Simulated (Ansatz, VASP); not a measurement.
# One calculation of LiH, two programs

Contents of POSCAR:

```
LiH
1.0
    0.0000000000      2.0023272762      2.0023272762
    2.0023272762      0.0000000000      2.0023272762
    2.0023272762      2.0023272762      0.0000000000
Li H
1 1
Direct
    0.0000000000      0.0000000000      0.0000000000
    0.5000000000      0.5000000000      0.5000000000
```

The input INCAR.step1:

```
SYSTEM = LiH
  PREC = Accurate
  ENCUT = 830
  ISMEAR = 0
  SIGMA = 0.01
  LREAL = .False.
  LASPH = .True.
  NELM = 120
  NBANDS = 9
  GGA = PE
  ALGO = Normal
  EDIFF = 1E-5
  LWAVE = .True.
  LCHARG = .False.
  GGA_COMPAT = .False.
```

INCAR.step2

```
SYSTEM = LiH
  PREC = Accurate
  ENCUT = 830
  EDIFF = 1E-6
  ISMEAR = 0
  SIGMA = 0.01
  LREAL = .False.
  LASPH = .True.
  NELM = 120
  ALGO = Normal
  ISIF = 2
  LWAVE = .False.
  LCHARG = .False.
  METAGGA = R2SCAN
  LMIXTAU = .True.
  IVDW = 13
  VDW_S6 = 1.0
  VDW_S8 = 0.6018749
  VDW_A1 = 0.51559235
  VDW_A2 = 5.77342911
  NBANDS = 9
  ISTART = 1
  GGA_COMPAT = .False.
```

File KPOINTS:

```
regular mesh
0
Gamma
  10 10 10
  0 0 0
```

Input for Ansatz:

```yaml
crystal:
  lattice:
    - [0.0, 2.00232727617, 2.00232727617]
    - [2.00232727617, 0.0, 2.00232727617]
    - [2.00232727617, 2.00232727617, 0.0]
  atoms:
    - { symbol: Li, position: [0.0, 0.0, 0.0] }
    - { symbol: H, position: [0.5, 0.5, 0.5] }
kpoints:
  mp_grid: { grid: [10, 10, 10] }
scf:
  occupations: { method: fixed }
hamiltonian:
  xc: r2scan
  pseudopotentials: { kind: paw }
  dispersion: d4
output:
  forces: true
  stress: true
  eigenvalues: true
  eigenstates:
    nscf_kmesh: { grid: [16, 16, 16] }
    de_dk: true
    e_range: [-9, 13.62937586688]
  optics:
    e_range: [0, 30]
    de: 0.2
    sigma: 0.25
    bands: { spectra_wanted_up_to: 30 }
    nscf_kmesh: { grid: [16, 16, 16] }
checkpoint:
  write: ck
  write_wavefunctions: false
```

Alike in both runs: task single point; functional r2SCAN; dispersion D4; k mesh 10 × 10 × 10; no spin polarisation.

|  | VASP | Ansatz |
| --- | --- | --- |
| version | VASP 6.6.1 | Ansatz 0.2.0 |
| potentials or method | VASP PAW PBE potentials, release 64 (Li_sv, H) | PAW with Ansatz's default frozen-core files, scalar-relativistic |
| plane-wave cutoff (eV) | 830 | 500 |
| occupations | gaussian, width 0.01 eV | fixed |
| valence electrons in the cell | 4 | 4 |

```tsv
	VASP	Ansatz	Ansatz less VASP
gap on the k mesh at the Fermi level (eV)	3.58	3.63	+0.053
pressure (GPa)	-0.5	-0.5	+0.03
```

VASP's potentials were made for PBE, not for r2SCAN.
